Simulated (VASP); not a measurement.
# BeSn (Fd-3m) in VASP: notebook

The runs below take BeSn through single point, with PBE.

All numbers are computed with VASP 6.6.1; they aren't measurements. Logs are shortened: lines on timing, memory, paths and dates and some standing lists are left out, and cuts for length are marked.

### 1 The cell of the first run

It takes space group Fd-3m (No. 227, cubic). The conventional cell has a = 6.748 Å, b = 6.748 Å, c = 6.748 Å, α = 90.00°, β = 90.00°, γ = 90.00°. Be (site symmetry -43m) has 4 Be at 2.92 Å and 10 Sn at 2.92 to 3.37 Å within 3.8 Å. Sn (site symmetry -43m) has 10 Be at 2.92 to 3.37 Å and 4 Sn at 2.92 Å within 3.8 Å.

### 2 Single point, PBE

The input, INCAR:

```
SYSTEM = BeSn
ALGO = Normal
EDIFF = 1E-6
ENCUT = 520
GGA = PE
ISIF = 2
ISMEAR = 0
LASPH = .True.
LCHARG = .True.
LELF = .True.
LREAL = .False.
LVHAR = .True.
LWAVE = .False.
NBANDS = 24
NELM = 60
PREC = Accurate
SIGMA = 0.1
```

The input, KPOINTS:

```
k-points
0
Gamma
  4 4 4
  0 0 0
```

The input, POSCAR:

```
BeSn
1.0
    0.0000000000      3.3738039094      3.3738039094
    3.3738039094      0.0000000000      3.3738039094
    3.3738039094      3.3738039094      0.0000000000
Be Sn
2 2
Direct
    0.5000000000      0.5000000000      0.5000000000
    0.7500000000      0.7500000000      0.7500000000
    0.0000000000      0.0000000000      0.0000000000
    0.2500000000      0.2500000000      0.2500000000
```

Potentials or basis: VASP PAW PBE potentials, release 64 (Be, Sn_d).

On the command line:

```sh
$ cat potpaw_PBE.64/Be/POTCAR potpaw_PBE.64/Sn_d/POTCAR > POTCAR
$ mpirun -np 1 vasp_std > vasp.out
```

OUTCAR:

```text
SYSTEM = BeSn
   EDIFF = 1E-6
   ENCUT = 520
   GGA = PE
   ISIF = 2
   ISMEAR = 0
   LASPH = .True.
   LREAL = .False.
   NELM = 60
   PREC = Accurate

 ion  position               nearest neighbor table
   1  0.500  0.500  0.500-   4 2.92   4 2.92   4 2.92   4 2.92
   2  0.750  0.750  0.750-   3 2.92   3 2.92   3 2.92   3 2.92
   3  0.000  0.000  0.000-   2 2.92   2 2.92   2 2.92   2 2.92   4 2.92   4 2.92   4 2.92   4 2.92

   4  0.250  0.250  0.250-   3 2.92   3 2.92   3 2.92   1 2.92   3 2.92   1 2.92   1 2.92   1 2.92

  LATTYP: Found a face centered cubic cell.
 ALAT       =     6.7476078188

  Lattice vectors:

 A1 = (   0.0000000000,   3.3738039094,   3.3738039094)
 A2 = (   3.3738039094,   0.0000000000,   3.3738039094)
 A3 = (   3.3738039094,   3.3738039094,   0.0000000000)

Analysis of symmetry for initial positions (statically):
=====================================================================
 Subroutine PRICEL returns:
 Original cell was already a primitive cell.

 Routine SETGRP: Setting up the symmetry group for a
 face centered cubic supercell.

 Subroutine GETGRP returns: Found 48 space group operations
 (whereof 24 operations were pure point group operations)
 out of a pool of 48 trial point group operations.

The static configuration has the point symmetry T_d .
 The point group associated with its full space group is O_h .

Analysis of symmetry for dynamics (positions and initial velocities):
=====================================================================
 Subroutine PRICEL returns:
 Original cell was already a primitive cell.

 Routine SETGRP: Setting up the symmetry group for a
 face centered cubic supercell.

 Subroutine GETGRP returns: Found 48 space group operations
 (whereof 24 operations were pure point group operations)
 out of a pool of 48 trial point group operations.

The dynamic configuration has the point symmetry T_d .
 The point group associated with its full space group is O_h .

 Subroutine INISYM returns: Found 48 space group operations
 (whereof 24 operations are pure point group operations),
 and found     1 'primitive' translations

----------------------------------------------------------------------------------------

                                     Primitive cell

  volume of cell :      76.8050

  direct lattice vectors                    reciprocal lattice vectors
     0.000000000  3.373803909  3.373803909    -0.148200670  0.148200670  0.148200670
     3.373803909  0.000000000  3.373803909     0.148200670 -0.148200670  0.148200670
     3.373803909  3.373803909  0.000000000     0.148200670  0.148200670 -0.148200670

  length of vectors
     4.771279245  4.771279245  4.771279245     0.256691090  0.256691090  0.256691090

  position of ions in fractional coordinates (direct lattice)
     0.500000000  0.500000000  0.500000000
     0.750000000  0.750000000  0.750000000
     0.000000000  0.000000000  0.000000000
     0.250000000  0.250000000  0.250000000

  ion indices of the primitive-cell ions
   primitive index   ion index
                 1           1
                 2           2
                 3           3
                 4           4

----------------------------------------------------------------------------------------

 KPOINTS: k-points

Automatic generation of k-mesh.
 Grid dimensions read from file:
 generate k-points for:    4    4    4

 Generating k-lattice:

  Cartesian coordinates                     Fractional coordinates (reciprocal lattice)
    -0.037050168  0.037050168  0.037050168     0.250000000  0.000000000  0.000000000
     0.037050168 -0.037050168  0.037050168     0.000000000  0.250000000  0.000000000
     0.037050168  0.037050168 -0.037050168     0.000000000  0.000000000  0.250000000

  Length of vectors
     0.064172773  0.064172773  0.064172773

  Shift w.r.t. Gamma in fractional coordinates (k-lattice)
     0.000000000  0.000000000  0.000000000

 Subroutine IBZKPT returns following result:
 ===========================================

 Found      8 irreducible k-points:

 Following reciprocal coordinates:
            Coordinates               Weight
  0.000000  0.000000  0.000000      1.000000
  0.250000  0.000000  0.000000      8.000000
  0.500000  0.000000  0.000000      4.000000
  0.250000  0.250000  0.000000      6.000000
  0.500000  0.250000  0.000000     24.000000
 -0.250000  0.250000  0.000000     12.000000
  0.500000  0.500000  0.000000      3.000000
 -0.250000  0.500000  0.250000      6.000000
   k-points           NKPTS =      8   k-points in BZ     NKDIM =      8   number of bands    NBANDS=     24
   number of dos      NEDOS =    301   number of ions     NIONS =      4
   total plane-waves  NPLWV =  46656
   dimension x,y,z NGX =    36 NGY =   36 NGZ =   36
   dimension x,y,z NGXF=    72 NGYF=   72 NGZF=   72
   ions per type =               2   2
   NGX,Y,Z   is equivalent  to a cutoff of  12.54, 12.54, 12.54 a.u.
   NGXF,Y,Z  is equivalent  to a cutoff of  25.09, 25.09, 25.09 a.u.
 SYSTEM =  BeSn
   PREC   = accura    normal or accurate (medium, high low for compatibility)
   ISTART =      0    job   : 0-new  1-cont  2-samecut
   ICHARG =      2    charge: 1-file 2-atom 10-const
   ISPIN  =      1    spin polarized calculation?
   LNONCOLLINEAR =      F non collinear calculations
   LSORBIT =      F    spin-orbit coupling
   LASPH  =      T    aspherical Exc in radial PAW
   ENCUT  =  520.0 eV  38.22 Ry    6.18 a.u.   8.87  8.87  8.87*2*pi/ulx,y,z
   NELM   =     60;   NELMIN=  2; NELMDL= -5     # of ELM steps
   EDIFF  = 0.1E-05   stopping-criterion for ELM
   LREAL  =      F    real-space projection
   EDIFFG = 0.1E-04   stopping-criterion for IOM
   NSW    =      0    number of steps for IOM
   IBRION =     -1    ionic relax: 0-MD 1-quasi-New 2-CG
   NFREE  =      0    steps in history (QN), initial steepest desc. (CG)
   ISIF   =      2    stress and relaxation
   ISYM   =      2    0-nonsym 1-usesym 2-fastsym
   POTIM  = 0.5000    time-step for ionic-motion
   TEBEG  =    0.0;   TEEND  =   0.0 temperature during run
   PSTRESS=    0.0 pullay stress
   NELECT =      32.0000    total number of electrons
   NUPDOWN=      -1.0000    fix difference up-down
   EMIN   =  10.00;   EMAX   =-10.00  energy-range for DOS
   EFERMI =   0.00;   METHOD = LEGACY
   ISMEAR =     0;   SIGMA  =   0.10  broadening in eV -4-tet -1-fermi 0-gaus
   EFERMI_NEDOS =   21; number of points for ismear=-14 and -15
   IALGO  =     38    algorithm
   IMIX   =      4    mixing-type and parameters
     AMIX     =   0.40;   BMIX     =  1.00
     AMIX_MAG =   1.60;   BMIX_MAG =  1.00
  volume/ion in A,a.u.               =      19.20       129.58
  Fermi-wavevector in a.u.,A,eV,Ry     =   1.222724  2.310613 20.341434  1.495053
  Thomas-Fermi vector in A             =   2.357860
   LORBIT       =      0    0 simple, 1 ext, 2 COOP (PROOUT), +10 PAW based schemes
   GGA     = PE    functional components
   LHFCALC =     F    Hartree Fock is set to
   AEXX    =    0.0000 exact exchange contribution
   IVDW    =     0    specifies the selected vdW correction
   LEPSILON=     F    determine dielectric tensor
   LRPA    =     F    only Hartree local field effects (RPA)
 non-spin polarized calculation
 Gauss-broadening in eV      SIGMA  =   0.10
  energy-cutoff  :      520.00
  volume of cell :       76.81
 maximum number of plane-waves:      2120
   NGX = 17   NGY = 17   NGZ = 17

 number of electron      32.0000014 magnetization

 Free energy of the ion-electron system (eV)
  ---------------------------------------------------
  ext. energy  EPLUGINS =         0.00000000
  ---------------------------------------------------
  free energy    TOTEN  =       -11.57560114 eV

  energy without entropy =      -11.55454657  energy(sigma->0) =      -11.56507386

 E-fermi :   7.2726     XC(G=0): -10.1509

 val. band max:        7.2285871561   @ k =   0.5000   0.2500   0.0000
 cond. band min:       7.4449127331   @ k =   0.2500   0.0000   0.0000
 fundamental gap:      0.2163255770
 Fermi energy:         7.2725825356

 k-point     1 :       0.0000    0.0000    0.0000
  band No.  band energies     occupation
      1     -14.5373      2.00000
      2     -14.5373      2.00000
      3     -14.5373      2.00000
      4     -14.4788      2.00000
      5     -14.4788      2.00000
      6     -14.2654      2.00000
[... 16 lines left out ...]
     23      11.1610      0.00000
     24      12.6829      0.00000

 k-point     2 :       0.2500    0.0000    0.0000
  band No.  band energies     occupation
      1     -14.5552      2.00000
      2     -14.5552      2.00000
      3     -14.5271      2.00000
      4     -14.4509      2.00000
      5     -14.4509      2.00000
      6     -14.2886      2.00000
[... 16 lines left out ...]
     23      12.9042      0.00000
     24      14.9667      0.00000

 k-point     3 :       0.5000    0.0000    0.0000
  band No.  band energies     occupation
      1     -14.5635      2.00000
      2     -14.5635      2.00000
      3     -14.5167      2.00000
      4     -14.4360      2.00000
      5     -14.4360      2.00000
      6     -14.2965      2.00000
[... 16 lines left out ...]
     23      12.3897      0.00000
     24      12.3897      0.00000

 k-point     4 :       0.2500    0.2500    0.0000
  band No.  band energies     occupation
      1     -14.5574      2.00000
      2     -14.5574      2.00000
      3     -14.5360      2.00000
      4     -14.4438      2.00000
      5     -14.4120      2.00000
      6     -14.3549      2.00000
[... 16 lines left out ...]
     23      11.8725      0.00000
     24      13.3784      0.00000

 k-point     5 :       0.5000    0.2500    0.0000
  band No.  band energies     occupation
      1     -14.5857      2.00000
      2     -14.5705      2.00000
      3     -14.4898      2.00000
      4     -14.4083      2.00000
      5     -14.3917      2.00000
      6     -14.3734      2.00000
[... 16 lines left out ...]
     23      13.6368      0.00000
     24      14.0147      0.00000

 k-point     6 :      -0.2500    0.2500    0.0000
  band No.  band energies     occupation
      1     -14.5811      2.00000
      2     -14.5712      2.00000
      3     -14.4878      2.00000
      4     -14.4337      2.00000
      5     -14.4066      2.00000
      6     -14.3312      2.00000
[... 16 lines left out ...]
     23      13.6973      0.00000
     24      13.8557      0.00000

 k-point     7 :       0.5000    0.5000    0.0000
  band No.  band energies     occupation
      1     -14.5751      2.00000
      2     -14.5751      2.00000
      3     -14.4707      2.00000
      4     -14.4707      2.00000
      5     -14.3607      2.00000
      6     -14.3607      2.00000
[... 16 lines left out ...]
     23      13.3521      0.00000
     24      13.3521      0.00000

 k-point     8 :      -0.2500    0.5000    0.2500
  band No.  band energies     occupation
      1     -14.5883      2.00000
      2     -14.5883      2.00000
      3     -14.4281      2.00000
      4     -14.4281      2.00000
      5     -14.3694      2.00000
      6     -14.3694      2.00000
[... 16 lines left out ...]
     23      14.0649      0.00000
     24      14.0649      0.00000

------------------------ aborting loop because EDIFF is reached ----------------------------------------

  FORCE on cell =-STRESS in cart. coord.  units (eV):
  Direction    XX          YY          ZZ          XY          YZ          ZX
  --------------------------------------------------------------------------------------
  -------------------------------------------------------------------------------------
  Total       -0.1483937     -0.1483937     -0.1483937      0.0000000      0.0000000     -0.0000000
  in kB       -3.0955418     -3.0955418     -3.0955418      0.0000000      0.0000000     -0.0000000
  external PRESSURE =      -3.0955418 kB  Pullay stress =       0.0000000 kB

 VOLUME and BASIS-vectors are now :
 -----------------------------------------------------------------------------
  energy-cutoff  :      520.00
  volume of cell :       76.81
      direct lattice vectors                 reciprocal lattice vectors
     0.000000000  3.373803909  3.373803909    -0.148200670  0.148200670  0.148200670
     3.373803909  0.000000000  3.373803909     0.148200670 -0.148200670  0.148200670
     3.373803909  3.373803909  0.000000000     0.148200670  0.148200670 -0.148200670

 POSITION                                       TOTAL-FORCE (eV/Angst)
 -----------------------------------------------------------------------------------
      3.37380      3.37380      3.37380         0.000000      0.000000      0.000000
      5.06071      5.06071      5.06071        -0.000000     -0.000000     -0.000000
      0.00000      0.00000      0.00000         0.000000      0.000000      0.000000
      1.68690      1.68690      1.68690        -0.000000     -0.000000     -0.000000
 -----------------------------------------------------------------------------------
    total drift:                                0.000000      0.000000      0.000000

  FREE ENERGIE OF THE ION-ELECTRON SYSTEM (eV)
  ---------------------------------------------------
  free  energy   TOTEN  =       -11.5756011412 eV

  energy  without entropy=      -11.5545465716  energy(sigma->0) =      -11.56507386
```

Run time: 21 s. Hardware: 1 thread of Intel Xeon Platinum 8375C at 2.90GHz (Ice Lake), shared host; peak memory 0.2 GiB.

Results:

- Free energy: -11.5756 eV
- Pressure: -0.3 GPa
- Band gap on the k mesh: zero (band 16 reaches 8.01 eV, above the bottom of band 17 at 6.35 eV)

Levels at points of the mesh, in eV from the Fermi level:
```
           k point  band 12  band 13  band 14  band 15  band 16  band 17  band 18  band 19  band 20  band 21
(0.00, 0.00, 0.00)    -2.34    -0.91    -0.91    -0.91    -0.62    -0.58    -0.58    -0.58     1.16     1.16
(0.50, 0.00, 0.00)    -7.72    -2.81    -2.25    -2.25    -0.92    -0.92    -0.16     3.74     4.26     5.01
(0.50, 0.50, 0.00)    -8.30    -4.28    -4.28    -3.12    -3.12     4.36     4.36     4.36     4.36     5.58
```

Caveat: the k points lie up to 0.40 Å⁻¹ apart; spin-orbit coupling is left out, which moves the levels of the heavy elements.

### 3 Single point, PBE

This run uses another cell than the first one, of 17.90 Å³/atom, 0.932 times its volume.

The input, INCAR:

```
SYSTEM = BeSn
  ALGO = Fast
  EDIFF = 1E-6
  ENCUT = 520
  GGA = PE
  ISIF = 2
  ISMEAR = 0
  LASPH = .TRUE.
  LCHARG = .FALSE.
  LREAL = .FALSE.
  LWAVE = .FALSE.
  NBANDS = 24
  NELM = 60
  PREC = Accurate
  SIGMA = 0.1
```

The input, KPOINTS:

```
k-points
0
G
  6 6 6
  0 0 0
```

The input, POSCAR:

```
BeSn
1.0
    0.0000000000      3.2957696267      3.2957696267
    3.2957696267      0.0000000000      3.2957696267
    3.2957696267      3.2957696267      0.0000000000
Be Sn
2 2
Direct
    0.5000000000      0.5000000000      0.5000000000
    0.7500000000      0.7500000000      0.7500000000
    0.0000000000      0.0000000000      0.0000000000
    0.2500000000      0.2500000000      0.2500000000
```

Potentials or basis: VASP PAW PBE potentials, release 64 (Be, Sn_d).

On the command line:

```sh
$ cat potpaw_PBE.64/Be/POTCAR potpaw_PBE.64/Sn_d/POTCAR > POTCAR
$ mpirun -np 1 vasp_std > vasp.out
```

It took 43 s on 1 thread of Intel Xeon Platinum 8375C at 2.90GHz (Ice Lake), shared host; peak memory 0.2 GiB.

The run converged. Its results:

* Free energy: -11.5829 eV
* Pressure: 6.4 GPa
* Band gap on the k mesh: zero (band 16 reaches 9.14 eV, above the bottom of band 17 at 6.98 eV)

Levels at points of the mesh, in eV from the Fermi level:
```tsv
k point	band 12	band 13	band 14	band 15	band 16	band 17	band 18	band 19	band 20	band 21
(0.00, 0.00, 0.00)	-1.99	-1.00	-1.00	-1.00	-0.72	-0.72	-0.72	-0.44	1.09	1.09
(0.50, 0.00, 0.00)	-8.11	-2.68	-2.44	-2.44	-1.11	-1.11	-0.12	4.03	4.62	5.16
(0.50, 0.50, 0.00)	-8.63	-4.62	-4.62	-3.21	-3.21	4.54	4.54	4.55	4.55	5.83
```

Caveat: spin-orbit coupling is left out, which moves the levels of the heavy elements.
